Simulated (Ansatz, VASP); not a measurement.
## AgCl: VASP beside Ansatz

The input POSCAR:

```
AgCl
1.0
    0.0348214894      3.0107069127      3.0107069127
    3.0107069127      0.0348214894      3.0107069127
    3.0107069127      3.0107069127      0.0348214894
Ag Cl
1 1
Direct
    0.0021147220      0.0021147220      0.0021147220
    0.2478852780      0.2478852780      0.2478852780
```

File INCAR.step1:

```
SYSTEM = AgCl
PREC = Accurate ; ENCUT = 520
ISMEAR = 0 ; SIGMA = 0.01
LREAL = .FALSE. ; LASPH = .TRUE.
NELM = 60 ; NBANDS = 16
GGA = PE ; ALGO = Normal
EDIFF = 1E-4 ; LWAVE = .TRUE.
LCHARG = .FALSE.
```

The input INCAR.step2:

```
SYSTEM = AgCl
PREC = Accurate ; ENCUT = 520
EDIFF = 1E-6 ; ISMEAR = 0
SIGMA = 0.01 ; LREAL = .FALSE.
LASPH = .TRUE. ; NELM = 60
ALGO = Normal ; ISIF = 2
LWAVE = .FALSE. ; LCHARG = .FALSE.
METAGGA = R2SCAN ; LMIXTAU = .TRUE.
NBANDS = 16 ; ISTART = 1
```

KPOINTS

```
regular mesh
0
G
  8 8 8
  0 0 0
```

Input for Ansatz:

```yaml
crystal:
  lattice:
    - [0.0348214894, 3.0107069127, 3.0107069127]
    - [3.0107069127, 0.0348214894, 3.0107069127]
    - [3.0107069127, 3.0107069127, 0.0348214894]
  atoms:
    - { symbol: Ag, position: [0.002114722, 0.002114722, 0.002114722] }
    - { symbol: Cl, position: [0.247885278, 0.247885278, 0.247885278] }
kpoints:
  mp_grid: { grid: [8, 8, 8] }
  band_path:
    path:
      - [0.0, 0.0, 0.0]
      - [-0.5, -0.5, 0.0]
      - [-0.375, -0.375, 0.25]
      - [-0.375, 0.0, 0.375]
      - [0.0, 0.0, 0.5]
      - [-0.5, -0.25, 0.25]
    npoints: 1
hamiltonian:
  xc: r2scan
scf:
  occupations: { method: fixed }
  n_extra_bands: 4
output:
  forces: true
  stress: true
  eigenvalues: true
```

Change from the starting cell: epitaxial_111 strain -0.6%.

Alike in both runs: task single point; functional r2SCAN; k mesh 8 × 8 × 8; no spin polarisation.

|  | VASP | Ansatz |
| --- | --- | --- |
| version | VASP 6.6.1 | Ansatz 0.2.0 |
| potentials or method | VASP PAW PBE potentials, release 64 (Ag, Cl) | plane waves, PAW |
| plane-wave cutoff (eV) | 520 | 500 |
| occupations | gaussian, width 0.01 eV | fixed |
| valence electrons in the cell | 18 | 26 |

|  | VASP | Ansatz | Ansatz less VASP |
| --- | --- | --- | --- |
| gap on the k mesh at the Fermi level (eV) | 1.57 | 1.62 | +0.048 |
| pressure (GPa) | -0.1 | 0.0 | +0.06 |
| rms of the force components (eV/Å) | 0.004 | 0.004 | +0.0006 |

VASP's potentials were made for PBE, not for r2SCAN. Atom by atom the forces differ by 0.001 eV/Å (rms over components). VASP's potentials hold 18 valence electrons a cell and Ansatz's 26, so a difference there can come from the potentials and not from the codes.
